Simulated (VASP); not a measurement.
# BeS (F-43m) in VASP: a series of runs, part 2 of 2

VASP 6.6.1.

**3. Single point, PBE**

INCAR

```
PREC = Accurate
ENCUT = 520
EDIFF = 1E-7
ISMEAR = 0
SIGMA = 0.01
LREAL = False
LASPH = True
NELM = 60
ALGO = Normal
ISIF = 2
LWAVE = False
LCHARG = False
GGA = PE
NBANDS = 11
```

KPOINTS

```
Automatic mesh
0
Gamma
  6 6 6
```

POSCAR

```
BeS
1.0
    0.0000000000      2.4343066372      2.4343066372
    2.4343066372      0.0000000000      2.4343066372
    2.4343066372      2.4343066372      0.0000000000
Be S
1 1
Direct
    0.0000000000      0.0000000000      0.0000000000
    0.2500000000      0.2500000000      0.2500000000
```

Potentials or basis: VASP PAW PBE potentials, release 64 (Be, S).

On the command line:

```bash
cat potpaw_PBE.64/Be/POTCAR potpaw_PBE.64/S/POTCAR > POTCAR
mpirun -np 1 vasp_std > vasp.out
```

OUTCAR:

```text
PREC = Accurate
   ENCUT = 520
   EDIFF = 1E-7
   ISMEAR = 0
   LREAL = False
   LASPH = True
   NELM = 60
   ISIF = 2
   GGA = PE

 ion  position               nearest neighbor table
   1  0.000  0.000  0.000-   2 2.11   2 2.11   2 2.11   2 2.11
   2  0.250  0.250  0.250-   1 2.11   1 2.11   1 2.11   1 2.11

  LATTYP: Found a face centered cubic cell.
 ALAT       =     4.8686132744

  Lattice vectors:

 A1 = (   0.0000000000,   2.4343066372,   2.4343066372)
 A2 = (   2.4343066372,   0.0000000000,   2.4343066372)
 A3 = (   2.4343066372,   2.4343066372,   0.0000000000)

Analysis of symmetry for initial positions (statically):
=====================================================================
 Subroutine PRICEL returns:
 Original cell was already a primitive cell.

 Routine SETGRP: Setting up the symmetry group for a
 face centered cubic supercell.

 Subroutine GETGRP returns: Found 24 space group operations
 (whereof 24 operations were pure point group operations)
 out of a pool of 48 trial point group operations.

The static configuration has the point symmetry T_d .

Analysis of symmetry for dynamics (positions and initial velocities):
=====================================================================
 Subroutine PRICEL returns:
 Original cell was already a primitive cell.

 Routine SETGRP: Setting up the symmetry group for a
 face centered cubic supercell.

 Subroutine GETGRP returns: Found 24 space group operations
 (whereof 24 operations were pure point group operations)
 out of a pool of 48 trial point group operations.

The dynamic configuration has the point symmetry T_d .

 Subroutine INISYM returns: Found 24 space group operations
 (whereof 24 operations are pure point group operations),
 and found     1 'primitive' translations

----------------------------------------------------------------------------------------

                                     Primitive cell

  volume of cell :      28.8507

  direct lattice vectors                    reciprocal lattice vectors
     0.000000000  2.434306637  2.434306637    -0.205397296  0.205397296  0.205397296
     2.434306637  0.000000000  2.434306637     0.205397296 -0.205397296  0.205397296
     2.434306637  2.434306637  0.000000000     0.205397296  0.205397296 -0.205397296

  length of vectors
     3.442629461  3.442629461  3.442629461     0.355758552  0.355758552  0.355758552

  position of ions in fractional coordinates (direct lattice)
     0.000000000  0.000000000  0.000000000
     0.250000000  0.250000000  0.250000000

  ion indices of the primitive-cell ions
   primitive index   ion index
                 1           1
                 2           2

----------------------------------------------------------------------------------------

 KPOINTS: Automatic mesh

Automatic generation of k-mesh.
 Grid dimensions read from file:
 generate k-points for:    6    6    6

 Generating k-lattice:

  Cartesian coordinates                     Fractional coordinates (reciprocal lattice)
    -0.034232883  0.034232883  0.034232883     0.166666667  0.000000000  0.000000000
     0.034232883 -0.034232883  0.034232883     0.000000000  0.166666667  0.000000000
     0.034232883  0.034232883 -0.034232883     0.000000000  0.000000000  0.166666667

  Length of vectors
     0.059293092  0.059293092  0.059293092

  Shift w.r.t. Gamma in fractional coordinates (k-lattice)
     0.000000000  0.000000000  0.000000000

 Subroutine IBZKPT returns following result:
 ===========================================

 Found     16 irreducible k-points:

 Following reciprocal coordinates:
            Coordinates               Weight
  0.000000  0.000000  0.000000      1.000000
  0.166667  0.000000  0.000000      8.000000
  0.333333  0.000000  0.000000      8.000000
  0.500000  0.000000  0.000000      4.000000
  0.166667  0.166667  0.000000      6.000000
  0.333333  0.166667  0.000000     24.000000
[... 8 lines left out ...]
 -0.333333  0.333333  0.166667     24.000000
 -0.333333  0.500000  0.166667     12.000000
   k-points           NKPTS =     16   k-points in BZ     NKDIM =     16   number of bands    NBANDS=     11
   number of dos      NEDOS =    301   number of ions     NIONS =      2
   total plane-waves  NPLWV =  21952
   dimension x,y,z NGX =    28 NGY =   28 NGZ =   28
   dimension x,y,z NGXF=    56 NGYF=   56 NGZF=   56
   ions per type =               1   1
   NGX,Y,Z   is equivalent  to a cutoff of  13.52, 13.52, 13.52 a.u.
   NGXF,Y,Z  is equivalent  to a cutoff of  27.04, 27.04, 27.04 a.u.
 SYSTEM =  unknown system
   PREC   = accura    normal or accurate (medium, high low for compatibility)
   ISTART =      0    job   : 0-new  1-cont  2-samecut
   ICHARG =      2    charge: 1-file 2-atom 10-const
   ISPIN  =      1    spin polarized calculation?
   LNONCOLLINEAR =      F non collinear calculations
   LSORBIT =      F    spin-orbit coupling
   LASPH  =      T    aspherical Exc in radial PAW
   ENCUT  =  520.0 eV  38.22 Ry    6.18 a.u.   6.40  6.40  6.40*2*pi/ulx,y,z
   NELM   =     60;   NELMIN=  2; NELMDL= -5     # of ELM steps
   EDIFF  = 0.1E-06   stopping-criterion for ELM
   LREAL  =      F    real-space projection
   EDIFFG = 0.1E-05   stopping-criterion for IOM
   NSW    =      0    number of steps for IOM
   IBRION =     -1    ionic relax: 0-MD 1-quasi-New 2-CG
   NFREE  =      0    steps in history (QN), initial steepest desc. (CG)
   ISIF   =      2    stress and relaxation
   ISYM   =      2    0-nonsym 1-usesym 2-fastsym
   POTIM  = 0.5000    time-step for ionic-motion
   TEBEG  =    0.0;   TEEND  =   0.0 temperature during run
   PSTRESS=    0.0 pullay stress
   NELECT =       8.0000    total number of electrons
   NUPDOWN=      -1.0000    fix difference up-down
   EMIN   =  10.00;   EMAX   =-10.00  energy-range for DOS
   EFERMI =   0.00;   METHOD = LEGACY
   ISMEAR =     0;   SIGMA  =   0.01  broadening in eV -4-tet -1-fermi 0-gaus
   EFERMI_NEDOS =   21; number of points for ismear=-14 and -15
   IALGO  =     38    algorithm
   IMIX   =      4    mixing-type and parameters
     AMIX     =   0.40;   BMIX     =  1.00
     AMIX_MAG =   1.60;   BMIX_MAG =  1.00
  volume/ion in A,a.u.               =      14.43        97.35
  Fermi-wavevector in a.u.,A,eV,Ry     =   1.067545  2.017368 15.505913  1.139652
  Thomas-Fermi vector in A             =   2.203165
   LORBIT       =      0    0 simple, 1 ext, 2 COOP (PROOUT), +10 PAW based schemes
   GGA     = PE    functional components
   LHFCALC =     F    Hartree Fock is set to
   AEXX    =    0.0000 exact exchange contribution
   IVDW    =     0    specifies the selected vdW correction
   LEPSILON=     F    determine dielectric tensor
   LRPA    =     F    only Hartree local field effects (RPA)
 non-spin polarized calculation
 Gauss-broadening in eV      SIGMA  =   0.01
  energy-cutoff  :      520.00
  volume of cell :       28.85
 maximum number of plane-waves:       791
 NGX is ok and might be reduce to    28
   NGX = 13   NGY = 13   NGZ = 13

 number of electron       7.9999999 magnetization

 Free energy of the ion-electron system (eV)
  ---------------------------------------------------
  ext. energy  EPLUGINS =         0.00000000
  ---------------------------------------------------
  free energy    TOTEN  =       -10.01050939 eV

  energy without entropy =      -10.01050939  energy(sigma->0) =      -10.01050939

 E-fermi :   4.1973     XC(G=0):  -9.6825

 val. band max:        4.0585570314   @ k =   0.0000   0.0000   0.0000
 cond. band min:       7.1938000311   @ k =   0.5000   0.5000   0.0000
 fundamental gap:      3.1352429996
 Fermi energy:         4.1973015617

 k-point     1 :       0.0000    0.0000    0.0000
  band No.  band energies     occupation
      1      -9.5576      2.00000
      2       4.0586      2.00000
      3       4.0586      2.00000
      4       4.0586      2.00000
      5       9.7316      0.00000
      6       9.7316      0.00000
      7       9.7316      0.00000
      8       9.8471      0.00000
      9      16.8488      0.00000
     10      16.8488      0.00000
     11      18.8406      0.00000
[... 197 lines left out ...]
 k-point    16 :      -0.3333    0.5000    0.1667
  band No.  band energies     occupation
      1      -7.4069      2.00000
      2      -0.4882      2.00000
      3       0.6893      2.00000
      4       0.9178      2.00000
      5       9.2087      0.00000
      6      10.7242      0.00000
      7      14.0282      0.00000
      8      14.4901      0.00000
      9      18.4251      0.00000
     10      18.4692      0.00000
     11      20.9761      0.00000

------------------------ aborting loop because EDIFF is reached ----------------------------------------

  FORCE on cell =-STRESS in cart. coord.  units (eV):
  Direction    XX          YY          ZZ          XY          YZ          ZX
  --------------------------------------------------------------------------------------
  -------------------------------------------------------------------------------------
  Total        0.0865100      0.0865100      0.0865100     -0.0000000      0.0000000      0.0000000
  in kB        4.8041970      4.8041970      4.8041970     -0.0000000      0.0000000      0.0000000
  external PRESSURE =       4.8041970 kB  Pullay stress =       0.0000000 kB

 VOLUME and BASIS-vectors are now :
 -----------------------------------------------------------------------------
  energy-cutoff  :      520.00
  volume of cell :       28.85
      direct lattice vectors                 reciprocal lattice vectors
     0.000000000  2.434306637  2.434306637    -0.205397296  0.205397296  0.205397296
     2.434306637  0.000000000  2.434306637     0.205397296 -0.205397296  0.205397296
     2.434306637  2.434306637  0.000000000     0.205397296  0.205397296 -0.205397296

 POSITION                                       TOTAL-FORCE (eV/Angst)
 -----------------------------------------------------------------------------------
      0.00000      0.00000      0.00000         0.000000      0.000000      0.000000
      1.21715      1.21715      1.21715        -0.000000     -0.000000     -0.000000
 -----------------------------------------------------------------------------------
    total drift:                               -0.000000     -0.000000      0.000000

  FREE ENERGIE OF THE ION-ELECTRON SYSTEM (eV)
  ---------------------------------------------------
  free  energy   TOTEN  =       -10.0105093906 eV

  energy  without entropy=      -10.0105093906  energy(sigma->0) =      -10.01050939
```

OSZICAR:

```text
N       E                     dE             d eps       ncg     rms          rms(c)
DAV:   1     0.207321929144E+02    0.20732E+02   -0.37672E+03   352   0.622E+02
DAV:   2    -0.895557825556E+01   -0.29688E+02   -0.28569E+02   448   0.114E+02
DAV:   3    -0.101723835487E+02   -0.12168E+01   -0.12142E+01   445   0.234E+01
DAV:   4    -0.101799713535E+02   -0.75878E-02   -0.75864E-02   460   0.216E+00
DAV:   5    -0.101800326476E+02   -0.61294E-04   -0.61294E-04   444   0.179E-01    0.557E+00
DAV:   6    -0.100480935714E+02    0.13194E+00   -0.11932E-01   411   0.163E+00    0.380E+00
DAV:   7    -0.100091235978E+02    0.38970E-01   -0.11491E-01   424   0.177E+00    0.101E+00
DAV:   8    -0.100103649263E+02   -0.12413E-02   -0.64789E-03   458   0.409E-01    0.142E-01
DAV:   9    -0.100104601805E+02   -0.95254E-04   -0.51356E-04   448   0.143E-01    0.292E-02
DAV:  10    -0.100105041424E+02   -0.43962E-04   -0.78602E-05   411   0.492E-02    0.999E-03
DAV:  11    -0.100105089990E+02   -0.48565E-05   -0.17656E-05   447   0.215E-02    0.892E-03
DAV:  12    -0.100105092922E+02   -0.29324E-06   -0.46487E-07   433   0.480E-03    0.265E-03
DAV:  13    -0.100105094504E+02   -0.15820E-06   -0.12665E-07   399   0.188E-03    0.320E-03
DAV:  14    -0.100105093906E+02    0.59783E-07   -0.12681E-08   194   0.553E-04
   1 F= -.10010509E+02 E0= -.10010509E+02  d E =-.195921E-87
```

Wall time 14 s (1 thread of Intel Xeon Platinum 8259CL at 2.50GHz (Skylake/Cascade Lake), shared host); peak memory 0.14 GiB.

What came out:

| Quantity | Value |
| --- | --- |
| Free energy | -10.0105 eV |
| Pressure | 0.5 GPa |
| Band gap on the k mesh | 3.14 eV, indirect (least direct gap 5.67 eV) |

Levels at points of the mesh, in eV from the valence-band top:
```csv
k point,band 1,band 2,band 3,band 4,band 5,band 6,band 7,band 8
"(0.00, 0.00, 0.00)",-13.62,0.00,0.00,0.00,5.67,5.67,5.67,5.79
"(0.50, 0.00, 0.00)",-12.04,-5.71,-1.02,-1.02,5.44,6.56,6.56,11.15
"(0.50, 0.50, 0.00)",-11.50,-4.96,-2.60,-2.60,3.14,4.93,12.69,12.69
```

A k mesh can miss the band edges.
